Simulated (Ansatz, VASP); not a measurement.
## Cr in VASP and in Ansatz

```
Cr
1.0
     0.00000    2.51981    2.51981
     2.51981    0.00000    2.51981
     2.51981    2.51981    0.00000
Cr
2
Direct
  0.00000 0.00000 0.00000
  0.25000 0.25000 0.25000
```

Alike in both runs: functional r2SCAN; k mesh 18 × 18 × 18; occupations gaussian, width 0.1 eV; no spin polarisation.

Ansatz relaxed the structure, and its values are those at the end. VASP's run is a single point on that final structure, the one shown.

|  | VASP | Ansatz |
| --- | --- | --- |
| version | VASP 6.6.1 | Ansatz 0.2.0 |
| potentials or method | VASP PAW PBE potentials, release 64 (Cr_pv), cutoff 520 eV | scalar-relativistic, plane waves, PAW |
| valence electrons in the cell | 24 | 28 |

```tsv
	VASP	Ansatz	Ansatz less VASP
gap on the k mesh at the Fermi level (eV)	none	none	-
pressure (GPa)	1.2	0.0	-1.25
```

VASP's potentials were made for PBE, not for r2SCAN. A gap of «none» marks a metal or a gap that the smearing closes. VASP's potentials hold 24 valence electrons a cell and Ansatz's 28, so a difference there can come from the potentials and not from the codes.
